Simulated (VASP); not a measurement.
# NbSiSn (P4/nmm) in VASP: single point with PBE

Aim: the single point of NbSiSn with PBE.

All numbers are computed with VASP 6.6.1; they aren't measurements. Logs are shortened: lines on timing, memory, paths and dates and some standing lists are left out, and cuts for length are marked.

## Step 1: The cell of the first run

The structure is tetragonal, space group P4/nmm (No. 129). Conventional cell: a = 3.628 Å, b = 3.628 Å, c = 8.571 Å, α = 90.00°, β = 90.00°, γ = 90.00°. Sn (site symmetry 4mm) has 5 Si at 2.75 to 3.07 Å and 5 Nb at 2.83 to 2.93 Å and 4 Sn at 3.63 Å within 3.7 Å. Nb (site symmetry 4mm) has 5 Sn at 2.83 to 2.93 Å and 1 Si at 2.90 Å and 8 Nb at 3.09 to 3.63 Å within 3.7 Å. Si (site symmetry 4mm) has 5 Sn at 2.75 to 3.07 Å and 8 Si at 2.77 to 3.63 Å and 1 Nb at 2.90 Å within 3.7 Å.

## Step 2: Single point, PBE, non-collinear spin, typed start

Input file INCAR:

```
  PREC = Accurate
  ENCUT = 520
  EDIFF = 1E-6
  ISMEAR = 1
  SIGMA = 0.0448
  LREAL = F
  LASPH = T
  NELM = 150
  ALGO = Normal
  ISIF = 2
  LWAVE = F
  LCHARG = F
  LNONCOLLINEAR = T
  MAGMOM = 0 0 0 0 0 0 0.591 0.235 0.772 -0.501 -0.561 -0.659 0 0 0 0 0 0
  LORBIT = 11
  LMAXMIX = 4
  GGA = PE
  NBANDS = 78
  KPAR = 4
```

Input file KPOINTS:

```
Automatic mesh
0
Gamma
  6 6 2
```

Input file POSCAR:

```
NbSiSn
1.0
    3.6277069062      0.0000000000      0.0000000000
    0.0000000000      3.6277069062      0.0000000000
    0.0000000000      0.0000000000      8.5707278075
Sn Nb Si
2 2 2
Direct
    0.7500000000      0.7500000000      0.7591286281
    0.2500000000      0.2500000000      0.2408713719
    0.2500000000      0.2500000000      0.8994599357
    0.7500000000      0.7500000000      0.1005400643
    0.7500000000      0.7500000000      0.4383286246
    0.2500000000      0.2500000000      0.5616713754
```

Potentials or basis: VASP PAW PBE potentials, release 64 (Sn_d, Nb_sv, Si).

The run is started by

```bash
$ cat potpaw_PBE.64/Sn_d/POTCAR potpaw_PBE.64/Nb_sv/POTCAR potpaw_PBE.64/Si/POTCAR > POTCAR
$ mpirun -np 4 vasp_ncl > vasp.out
```

OUTCAR:

```text
PREC = Accurate
   ENCUT = 520
   EDIFF = 1E-6
   ISMEAR = 1
   LREAL = F
   LASPH = T
   NELM = 150
   ISIF = 2
   LNONCOLLINEAR = T
   LORBIT = 11
   GGA = PE

 ion  position               nearest neighbor table
   1  0.750  0.750  0.759-   5 2.75   3 2.83   3 2.83   3 2.83   3 2.83   4 2.93   6 3.07   6 3.07
                             6 3.07   6 3.07
   2  0.250  0.250  0.241-   6 2.75   4 2.83   4 2.83   4 2.83   4 2.83   3 2.93   5 3.07   5 3.07
                             5 3.07   5 3.07
   3  0.250  0.250  0.899-   1 2.83   1 2.83   1 2.83   1 2.83   6 2.90   2 2.93
   4  0.750  0.750  0.101-   2 2.83   2 2.83   2 2.83   2 2.83   5 2.90   1 2.93
   5  0.750  0.750  0.438-   1 2.75   6 2.77   6 2.77   6 2.77   6 2.77   4 2.90   2 3.07   2 3.07
                             2 3.07   2 3.07
   6  0.250  0.250  0.562-   2 2.75   5 2.77   5 2.77   5 2.77   5 2.77   3 2.90   1 3.07   1 3.07
                             1 3.07   1 3.07

  LATTYP: Found a simple tetragonal cell.
 ALAT       =     3.6277069062
 C/A-ratio  =     2.3625744938

  Lattice vectors:

 A1 = (   3.6277069062,   0.0000000000,   0.0000000000)
 A2 = (   0.0000000000,   3.6277069062,   0.0000000000)
 A3 = (   0.0000000000,   0.0000000000,   8.5707278075)

Analysis of symmetry for initial positions (statically):
=====================================================================
 Subroutine PRICEL returns:
 Original cell was already a primitive cell.

 Routine SETGRP: Setting up the symmetry group for a
 simple tetragonal supercell.

 Subroutine GETGRP returns: Found 16 space group operations
 (whereof  4 operations were pure point group operations)
 out of a pool of 16 trial point group operations.

The static configuration has the point symmetry C_2h.
 The point group associated with its full space group is D_4h.

Analysis of symmetry for dynamics (positions and initial velocities):
=====================================================================
 Subroutine PRICEL returns:
 Original cell was already a primitive cell.

 Routine SETGRP: Setting up the symmetry group for a
 simple tetragonal supercell.

 Subroutine GETGRP returns: Found 16 space group operations
 (whereof  4 operations were pure point group operations)
 out of a pool of 16 trial point group operations.

The dynamic configuration has the point symmetry C_2h.
 The point group associated with its full space group is D_4h.

Analysis of structural, dynamic, and magnetic symmetry:
[... 168 lines left out ...]
 E-fermi :  10.2527     XC(G=0): -11.5437

 val. band max:       10.2381268725   @ k =   0.0000   0.0000   0.0000
 cond. band min:      10.2785710263   @ k =  -0.1667   0.0000   0.5000
 fundamental gap:      0.0404441537
 Fermi energy:        10.2526784727

 k-point     1 :       0.0000    0.0000    0.0000
  band No.  band energies     occupation
      1     -44.5695      1.00000
      2     -44.5695      1.00000
      3     -44.4859      1.00000
      4     -44.4859      1.00000
      5     -20.7370      1.00000
      6     -20.7370      1.00000
[... 1837 lines left out ...]
     73      13.0166      0.00000
     74      13.0166      0.00000

 [... further k-points ...]

 [bands above 74 left out]

------------------------ aborting loop because EDIFF is reached ----------------------------------------

  FORCE on cell =-STRESS in cart. coord.  units (eV):
  Direction    XX          YY          ZZ          XY          YZ          ZX
  --------------------------------------------------------------------------------------
  -------------------------------------------------------------------------------------
  Total       -0.0792225     -0.0792020     -0.1388782     -0.0000258     -0.0000163     -0.0000127
  in kB       -1.1253223     -1.1250315     -1.9727070     -0.0003663     -0.0002315     -0.0001805
  external PRESSURE =      -1.4076869 kB  Pullay stress =       0.0000000 kB

 VOLUME and BASIS-vectors are now :
 -----------------------------------------------------------------------------
  energy-cutoff  :      520.00
  volume of cell :      112.79
      direct lattice vectors                 reciprocal lattice vectors
     3.627706906  0.000000000  0.000000000     0.275656227  0.000000000  0.000000000
     0.000000000  3.627706906  0.000000000     0.000000000  0.275656227  0.000000000
     0.000000000  0.000000000  8.570727808     0.000000000  0.000000000  0.116676206

 POSITION                                       TOTAL-FORCE (eV/Angst)
 -----------------------------------------------------------------------------------
      2.72078      2.72078      6.50628         0.000001      0.000000      0.004639
      0.90693      0.90693      2.06444         0.000002     -0.000000     -0.004766
      0.90693      0.90693      7.70903        -0.000003     -0.000000      0.001410
      2.72078      2.72078      0.86170        -0.000001     -0.000002     -0.001193
      2.72078      2.72078      3.75680         0.000001      0.000001      0.001937
      0.90693      0.90693      4.81393         0.000000      0.000001     -0.002028
 -----------------------------------------------------------------------------------
    total drift:                               -0.000004     -0.000007      0.000046

  FREE ENERGIE OF THE ION-ELECTRON SYSTEM (eV)
  ---------------------------------------------------
  free  energy   TOTEN  =       -38.2313892037 eV

  energy  without entropy=      -38.2320055771  energy(sigma->0) =      -38.23159466

 total charge

# of ion       s       p       d       tot
------------------------------------------
    1        1.144   1.280  10.055  12.479
    2        1.144   1.280  10.055  12.479
    3        2.153   5.991   2.501  10.645
    4        2.153   5.991   2.501  10.645
    5        0.816   0.720   0.000   1.537
    6        0.816   0.721   0.000   1.537
--------------------------------------------------
tot          8.227  15.983  25.112  49.322

 magnetization (x)

# of ion       s       p       d       tot
------------------------------------------
    1       -0.000  -0.000   0.000  -0.000
    2        0.000  -0.000  -0.000  -0.000
    3        0.000  -0.000   0.000   0.000
    4       -0.000   0.000  -0.000  -0.000
    5       -0.000  -0.000   0.000  -0.000
    6       -0.000  -0.000   0.000  -0.000
--------------------------------------------------
tot         -0.000  -0.000   0.000   0.000

 magnetization (y)

# of ion       s       p       d       tot
------------------------------------------
    1       -0.000   0.000   0.000   0.000
    2        0.000   0.000  -0.000   0.000
    3        0.000  -0.000   0.000   0.000
    4       -0.000   0.000  -0.000  -0.000
    5        0.000  -0.000   0.000  -0.000
    6        0.000   0.000   0.000   0.000
--------------------------------------------------
tot          0.000   0.000  -0.000  -0.000

 magnetization (z)

# of ion       s       p       d       tot
------------------------------------------
    1       -0.000  -0.000   0.000  -0.000
    2        0.000  -0.000  -0.000  -0.000
    3        0.000  -0.000   0.000   0.000
    4       -0.000   0.000  -0.000  -0.000
    5       -0.000  -0.000   0.000  -0.000
    6       -0.000   0.000   0.000  -0.000
--------------------------------------------------
tot         -0.000  -0.000   0.000   0.000
```

stdout:

```text
POSCAR found type information on POSCAR SnNbSi
 POSCAR found :  3 types and       6 ions
 scaLAPACK will be used
 LDA part: xc-table for (Slater+PW92), standard interpolation
 POSCAR, INCAR and KPOINTS ok, starting setup
 FFT: planning ... GRIDC
 FFT: planning ... GRID_SOFT
 FFT: planning ... GRID
 WAVECAR not read
 entering main loop
```

It took 5.7 min on 4 MPI ranks of AMD EPYC 7R13 (Zen 3), shared host; peak memory 1 GiB.

Results:

| Item | Value |
| --- | --- |
| Free energy | -38.2314 eV |
| Pressure | -0.1 GPa |
| Largest force | 0.005 eV/Å |
| Band gap on the k mesh | zero (bands 62 and 63 overlap by 2.36 eV) |
| Net moment | 0.00 μB per cell |
| Valence electrons inside the program's atomic spheres | Sn 12.48; Nb 10.64; Si 1.54 |

Forces in eV/Å, atoms in the order of the input:
```
Sn   0.000  0.000  0.005
Sn   0.000  0.000 -0.005
Nb   0.000  0.000  0.001
Nb   0.000  0.000 -0.001
Si   0.000  0.000  0.002
Si   0.000  0.000 -0.002
```

Moments on the atoms (μB; x, y, z):
```
Sn  0.00 0.00 0.00
Sn  0.00 0.00 0.00
Nb  0.00 0.00 0.00
Nb  0.00 0.00 0.00
Si  0.00 0.00 0.00
Si  0.00 0.00 0.00
```

Caveat: the k points lie up to 0.37 Å⁻¹ apart, too coarse for converged energies and pressures of a metal; spin-orbit coupling is left out, which moves the levels of the heavy elements.
